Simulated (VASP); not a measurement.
# Li2HfN2 (P3m1) in VASP: further runs

Runs on Li2HfN2. Level: LDA. Tasks: single point.

All numbers are computed with VASP 6.6.1; they aren't measurements. Logs are shortened: lines on timing, memory, paths and dates and some standing lists are left out, and cuts for length are marked.

**1. The cell of the first run**

The structure is trigonal, space group P3m1 (No. 156). The conventional cell has a = 3.237 Å, b = 3.237 Å, c = 5.424 Å, α = 90.00°, β = 90.00°, γ = 120.00°. Li (site symmetry 3m) has 4 N at 2.07 to 2.15 Å and 3 Li at 2.26 Å within 2.7 Å. Within 2.7 Å of Li (site symmetry 3m) lie 4 N at 2.07 to 2.15 Å and 3 Li at 2.26 Å and 3 Hf at 2.38 Å. Hf (site symmetry 3m) has 6 N at 1.96 to 2.59 Å and 3 Li at 2.38 Å within 2.6 Å. Within 2.6 Å of N (site symmetry 3m) lie 3 Hf at 1.96 Å and 4 Li at 2.07 to 2.15 Å. Within 2.7 Å of N (site symmetry 3m) lie 4 Li at 2.07 to 2.15 Å and 3 Hf at 2.59 Å.

**2. Single point, LDA (atom 3 (Hf) moved by (+0.000, -0.600) A along x and z)**

File INCAR:

```
SYSTEM = Li2HfN2
  PREC = Accurate
  ENCUT = 520
  EDIFF = 1E-7
  ISMEAR = 0
  SIGMA = 0.05
  LREAL = .FALSE.
  LASPH = .TRUE.
  NELM = 100
  ALGO = Normal
  ISIF = 2
  LWAVE = .FALSE.
  LCHARG = .FALSE.
  GGA = CA
  NBANDS = 21
```

File KPOINTS:

```
regular mesh
0
G
  9 9 6
  0 0 0
```

File POSCAR:

```
Li2HfN2
1.0
    3.2371209533      0.0000000000      0.0000000000
   -1.6185604767      2.8034289807      0.0000000000
    0.0000000000      0.0000000000      5.4235951800
Li Hf N
2 1 2
Direct
    0.6666666667      0.3333333333      0.3827885700
    0.3333333333      0.6666666667      0.6172114300
    0.0000000000      0.0000000000     -0.1106277257
    0.6666666667      0.3333333333      0.7793848600
    0.3333333333      0.6666666667      0.2206151400
```

Potentials or basis: VASP PAW LDA potentials, release 64 (Li_sv, Hf_pv, N).

Command:

```sh
$ cat potpaw_LDA.64/Li_sv/POTCAR potpaw_LDA.64/Hf_pv/POTCAR potpaw_LDA.64/N/POTCAR > POTCAR
$ mpirun -np 1 vasp_std > vasp.out
```

OUTCAR:

```text
SYSTEM = Li2HfN2
   PREC = Accurate
   ENCUT = 520
   EDIFF = 1E-7
   ISMEAR = 0
   LREAL = .FALSE.
   LASPH = .TRUE.
   NELM = 100
   ISIF = 2
   GGA = CA

 ion  position               nearest neighbor table
   1  0.667  0.333  0.383-   5 2.07   5 2.07   5 2.07   4 2.15   2 2.26   2 2.26   2 2.26
   2  0.333  0.667  0.617-   4 2.07   4 2.07   4 2.07   5 2.15   1 2.26   1 2.26   1 2.26   3 2.38
                             3 2.38   3 2.38
   3  0.000  0.000  0.889-   4 1.96   4 1.96   4 1.96   2 2.38   2 2.38   2 2.38   5 2.59   5 2.59
                             5 2.59
   4  0.667  0.333  0.779-   3 1.96   3 1.96   3 1.96   2 2.07   2 2.07   2 2.07   1 2.15
   5  0.333  0.667  0.221-   1 2.07   1 2.07   1 2.07   2 2.15   3 2.59   3 2.59   3 2.59

  LATTYP: Found a hexagonal cell.
 ALAT       =     3.2371209533
 C/A-ratio  =     1.6754379148

  Lattice vectors:

 A1 = (   3.2371209533,   0.0000000000,   0.0000000000)
 A2 = (  -1.6185604767,   2.8034289807,   0.0000000000)
 A3 = (   0.0000000000,   0.0000000000,   5.4235951800)

Analysis of symmetry for initial positions (statically):
=====================================================================
 Subroutine PRICEL returns:
 Original cell was already a primitive cell.

 Routine SETGRP: Setting up the symmetry group for a
 hexagonal supercell.

 Subroutine GETGRP returns: Found  6 space group operations
 (whereof  6 operations were pure point group operations)
 out of a pool of 24 trial point group operations.

The static configuration has the point symmetry C_3v.

Analysis of symmetry for dynamics (positions and initial velocities):
=====================================================================
 Subroutine PRICEL returns:
 Original cell was already a primitive cell.

 Routine SETGRP: Setting up the symmetry group for a
 hexagonal supercell.

 Subroutine GETGRP returns: Found  6 space group operations
 (whereof  6 operations were pure point group operations)
 out of a pool of 24 trial point group operations.

The dynamic configuration has the point symmetry C_3v.

 Subroutine INISYM returns: Found  6 space group operations
 (whereof  6 operations are pure point group operations),
 and found     1 'primitive' translations

----------------------------------------------------------------------------------------

                                     Primitive cell

  volume of cell :      49.2193

  direct lattice vectors                    reciprocal lattice vectors
     3.237120953  0.000000000  0.000000000     0.308916477  0.178353011  0.000000000
    -1.618560477  2.803428981  0.000000000     0.000000000  0.356706022  0.000000000
     0.000000000  0.000000000  5.423595180     0.000000000  0.000000000  0.184379543

  length of vectors
     3.237120953  3.237120953  5.423595180     0.356706022  0.356706022  0.184379543

  position of ions in fractional coordinates (direct lattice)
     0.666666667  0.333333333  0.382788570
     0.333333333  0.666666667  0.617211430
     0.000000000  0.000000000  0.889372274
     0.666666667  0.333333333  0.779384860
     0.333333333  0.666666667  0.220615140

  ion indices of the primitive-cell ions
   primitive index   ion index
                 1           1
                 2           2
                 3           3
                 4           4
                 5           5

----------------------------------------------------------------------------------------

 KPOINTS: regular mesh

Automatic generation of k-mesh.
 Grid dimensions read from file:
 generate k-points for:    9    9    6

 Generating k-lattice:

  Cartesian coordinates                     Fractional coordinates (reciprocal lattice)
     0.034324053  0.019817001  0.000000000     0.111111111  0.000000000  0.000000000
     0.000000000  0.039634002  0.000000000     0.000000000  0.111111111  0.000000000
     0.000000000  0.000000000  0.030729924     0.000000000  0.000000000  0.166666667

  Length of vectors
     0.039634002  0.039634002  0.030729924

  Shift w.r.t. Gamma in fractional coordinates (k-lattice)
     0.000000000  0.000000000  0.000000000

 Subroutine IBZKPT returns following result:
 ===========================================

 Found     62 irreducible k-points:

 Following reciprocal coordinates:
            Coordinates               Weight
  0.000000  0.000000  0.000000      1.000000
  0.111111  0.000000  0.000000      6.000000
  0.222222 -0.000000  0.000000      6.000000
  0.333333  0.000000  0.000000      6.000000
  0.444444 -0.000000  0.000000      6.000000
  0.111111  0.111111  0.000000      6.000000
[... 16 lines left out ...]
  0.222222  0.111111  0.166667     12.000000
 -0.111111  0.333333  0.166667     12.000000
 [... further k-points ...]
   k-points           NKPTS =     62   k-points in BZ     NKDIM =     62   number of bands    NBANDS=     21
   number of dos      NEDOS =    301   number of ions     NIONS =      5
   total plane-waves  NPLWV =  23040
   dimension x,y,z NGX =    24 NGY =   24 NGZ =   40
   dimension x,y,z NGXF=    48 NGYF=   48 NGZF=   80
   ions per type =               2   1   2
   NGX,Y,Z   is equivalent  to a cutoff of  12.33, 12.33, 12.26 a.u.
   NGXF,Y,Z  is equivalent  to a cutoff of  24.65, 24.65, 24.52 a.u.
 SYSTEM =  Li2HfN2
   PREC   = accura    normal or accurate (medium, high low for compatibility)
   ISTART =      0    job   : 0-new  1-cont  2-samecut
   ICHARG =      2    charge: 1-file 2-atom 10-const
   ISPIN  =      1    spin polarized calculation?
   LNONCOLLINEAR =      F non collinear calculations
   LSORBIT =      F    spin-orbit coupling
   LASPH  =      T    aspherical Exc in radial PAW
   ENCUT  =  520.0 eV  38.22 Ry    6.18 a.u.   6.02  6.02 10.08*2*pi/ulx,y,z
   NELM   =    100;   NELMIN=  2; NELMDL= -5     # of ELM steps
   EDIFF  = 0.1E-06   stopping-criterion for ELM
   LREAL  =      F    real-space projection
   EDIFFG = 0.1E-05   stopping-criterion for IOM
   NSW    =      0    number of steps for IOM
   IBRION =     -1    ionic relax: 0-MD 1-quasi-New 2-CG
   NFREE  =      0    steps in history (QN), initial steepest desc. (CG)
   ISIF   =      2    stress and relaxation
   ISYM   =      2    0-nonsym 1-usesym 2-fastsym
   POTIM  = 0.5000    time-step for ionic-motion
   TEBEG  =    0.0;   TEEND  =   0.0 temperature during run
   PSTRESS=    0.0 pullay stress
   NELECT =      26.0000    total number of electrons
   NUPDOWN=      -1.0000    fix difference up-down
   EMIN   =  10.00;   EMAX   =-10.00  energy-range for DOS
   EFERMI =   0.00;   METHOD = LEGACY
   ISMEAR =     0;   SIGMA  =   0.05  broadening in eV -4-tet -1-fermi 0-gaus
   EFERMI_NEDOS =   21; number of points for ismear=-14 and -15
   IALGO  =     38    algorithm
   IMIX   =      4    mixing-type and parameters
     AMIX     =   0.40;   BMIX     =  1.00
     AMIX_MAG =   1.60;   BMIX_MAG =  1.00
  volume/ion in A,a.u.               =       9.84        66.43
  Fermi-wavevector in a.u.,A,eV,Ry     =   1.323389  2.500842 23.828661  1.751357
  Thomas-Fermi vector in A             =   2.453000
   LORBIT       =      0    0 simple, 1 ext, 2 COOP (PROOUT), +10 PAW based schemes
   GGA     = CA    functional components
   LHFCALC =     F    Hartree Fock is set to
   AEXX    =    0.0000 exact exchange contribution
   IVDW    =     0    specifies the selected vdW correction
   LEPSILON=     F    determine dielectric tensor
   LRPA    =     F    only Hartree local field effects (RPA)
 non-spin polarized calculation
 Gauss-broadening in eV      SIGMA  =   0.05
  energy-cutoff  :      520.00
  volume of cell :       49.22
 maximum number of plane-waves:      1350
   NGX = 13   NGY = 13   NGZ = 21

 number of electron      26.0000007 magnetization

 Free energy of the ion-electron system (eV)
  ---------------------------------------------------
  ext. energy  EPLUGINS =         0.00000000
  ---------------------------------------------------
  free energy    TOTEN  =       -35.84310802 eV

  energy without entropy =      -35.84219206  energy(sigma->0) =      -35.84265004

 E-fermi :   5.3681     XC(G=0): -11.4331

 val. band max:        5.3645872805   @ k =   0.1111   0.0000   0.0000
 cond. band min:       5.4330494008   @ k =   0.0000   0.0000   0.5000
 fundamental gap:      0.0684621203
 Fermi energy:         5.3681485509

 k-point     1 :       0.0000    0.0000    0.0000
  band No.  band energies     occupation
      1     -40.8818      2.00000
      2     -38.3855      2.00000
      3     -25.6385      2.00000
      4     -25.4721      2.00000
      5     -25.4721      2.00000
      6     -11.1154      2.00000
[... 13 lines left out ...]
     20      12.8593      0.00000
     21      14.2472      0.00000

 k-point     2 :       0.1111    0.0000    0.0000
  band No.  band energies     occupation
      1     -40.8803      2.00000
      2     -38.3849      2.00000
      3     -25.6462      2.00000
      4     -25.5593      2.00000
      5     -25.4949      2.00000
      6     -10.9309      2.00000
[... 13 lines left out ...]
     20      13.0720      0.00000
     21      14.2490      0.00000

 k-point     3 :       0.2222   -0.0000    0.0000
  band No.  band energies     occupation
      1     -40.8761      2.00000
      2     -38.3831      2.00000
      3     -25.8551      2.00000
      4     -25.5795      2.00000
      5     -25.5521      2.00000
      6     -10.5112      2.00000
[... 13 lines left out ...]
     20      13.3195      0.00000
     21      13.9516      0.00000
[... 457 lines left out ...]
 k-point    23 :       0.2222    0.1111    0.1667
  band No.  band energies     occupation
      1     -40.8730      2.00000
      2     -38.3818      2.00000
      3     -26.0154      2.00000
      4     -25.6252      2.00000
      5     -25.5580      2.00000
      6     -10.2264      2.00000
[... 13 lines left out ...]
     20      13.7290      0.00000
     21      14.1796      0.00000

 k-point    24 :      -0.1111    0.3333    0.1667
  band No.  band energies     occupation
      1     -40.8730      2.00000
      2     -38.3818      2.00000
      3     -26.0154      2.00000
      4     -25.6252      2.00000
      5     -25.5580      2.00000
      6     -10.2275      2.00000
[... 13 lines left out ...]
     20      13.5042      0.00000
     21      14.1290      0.00000

 [... further k-points ...]

------------------------ aborting loop because EDIFF is reached ----------------------------------------

  FORCE on cell =-STRESS in cart. coord.  units (eV):
  Direction    XX          YY          ZZ          XY          YZ          ZX
  --------------------------------------------------------------------------------------
  -------------------------------------------------------------------------------------
  Total        7.8338730      7.8338730     -4.0263188     -0.0000000      0.0000000      0.0000000
  in kB      255.0065638    255.0065638   -131.0638711     -0.0000000      0.0000000      0.0000000
  external PRESSURE =     126.3164188 kB  Pullay stress =       0.0000000 kB

 VOLUME and BASIS-vectors are now :
 -----------------------------------------------------------------------------
  energy-cutoff  :      520.00
  volume of cell :       49.22
      direct lattice vectors                 reciprocal lattice vectors
     3.237120953  0.000000000  0.000000000     0.308916477  0.178353011  0.000000000
    -1.618560477  2.803428981  0.000000000     0.000000000  0.356706022  0.000000000
     0.000000000  0.000000000  5.423595180     0.000000000  0.000000000  0.184379543

 POSITION                                       TOTAL-FORCE (eV/Angst)
 -----------------------------------------------------------------------------------
      1.61856      0.93448      2.07609        -0.000000     -0.000000     -2.124189
     -0.00000      1.86895      3.34750         0.000000      0.000000     -2.909940
      0.00000      0.00000      4.82360         0.000000     -0.000000     11.903383
      1.61856      0.93448      4.22707        -0.000000      0.000000     -4.948943
     -0.00000      1.86895      1.19653        -0.000000      0.000000     -1.920311
 -----------------------------------------------------------------------------------
    total drift:                                0.000000      0.000000      0.000293

  FREE ENERGIE OF THE ION-ELECTRON SYSTEM (eV)
  ---------------------------------------------------
  free  energy   TOTEN  =       -35.8431080156 eV

  energy  without entropy=      -35.8421920573  energy(sigma->0) =      -35.84265004
```

It took 21 s on 1 thread of Intel Xeon 6975P-C (Granite Rapids), shared host; peak memory 0.18 GiB.

What came out:

```yaml
Free_energy: -35.8431 eV
Largest_force: 11.903 eV/Å
Band_gap_on_the_k_mesh: zero (band 13 reaches 5.59 eV, above the bottom of band 14 at 5.24 eV)
```

Forces on the atoms (eV/Å):
```
Li   0.000  0.000 -2.124
Li   0.000  0.000 -2.910
Hf   0.000  0.000 11.903
N    0.000  0.000 -4.949
N    0.000  0.000 -1.920
```

Caveat: the cell differs from its parent crystal (atom 3 (Hf) moved by (+0.000, -0.600) A along x and z); the cutoff is under 1.25 times the usual one of these potentials, so pressure, stress and relaxed cells hold a basis-set (Pulay) error; spin-orbit coupling is left out, which moves the levels of the heavy elements; forces of over 1 eV/Å act on the atoms, so gaps and moduli don't describe the material at rest.

**3. Single point, LDA (atom 3 (Hf) moved by (+0.000, -0.300) A along x and z)**

File INCAR:

```
SYSTEM = Li2HfN2
  PREC = Accurate
  ENCUT = 520
  EDIFF = 1E-7
  ISMEAR = 0
  SIGMA = 0.05
  LREAL = .False.
  LASPH = .True.
  NELM = 60
  ALGO = Normal
  ISIF = 2
  LWAVE = .False.
  LCHARG = .False.
  NBANDS = 21
```

File KPOINTS:

```
Automatic mesh
0
Gamma
  9 9 6
  0 0 0
```

POSCAR, as its differences from that of step 2:

```diff
@@ -10,3 +10,3 @@
     0.3333333333      0.6666666667      0.6172114300
-    0.0000000000      0.0000000000     -0.1106277257
+    0.0000000000      0.0000000000     -0.0553138629
     0.6666666667      0.3333333333      0.7793848600
```

Potentials or basis: VASP PAW LDA potentials, release 64 (Li_sv, Hf_pv, N).

Command:

```sh
$ cat potpaw_LDA.64/Li_sv/POTCAR potpaw_LDA.64/Hf_pv/POTCAR potpaw_LDA.64/N/POTCAR > POTCAR
$ mpirun -np 1 vasp_std > vasp.out
```

It took 19 s on 1 thread of Intel Xeon 6975P-C (Granite Rapids), shared host; peak memory 0.18 GiB.

It converged, with:

```yaml
Free_energy: -38.8035 eV
Largest_force: 7.090 eV/Å
Band_gap_on_the_k_mesh: 0.97 eV, indirect (least direct gap 2.04 eV)
```

Forces in eV/Å, atoms in the order of the input:
```
Li   0.000  0.000 -1.451
Li   0.000  0.000 -1.464
Hf   0.000  0.000  7.090
N    0.000  0.000 -2.472
N    0.000  0.000 -1.703
```

Levels at points of the mesh, in eV from the valence-band top:
```tsv
k point	band 11	band 12	band 13	band 14	band 15	band 16
(0.00, 0.00, 0.00)	-1.29	0.00	0.00	2.49	2.49	3.42
(0.00, 0.00, 0.50)	-2.50	-0.16	-0.16	2.42	2.42	3.74
```

Caveat: the cell differs from its parent crystal (atom 3 (Hf) moved by (+0.000, -0.300) A along x and z); the cutoff is under 1.25 times the usual one of these potentials, so pressure, stress and relaxed cells hold a basis-set (Pulay) error; spin-orbit coupling is left out, which moves the levels of the heavy elements; forces of over 1 eV/Å act on the atoms, so gaps and moduli don't describe the material at rest. A k mesh can miss the band edges.
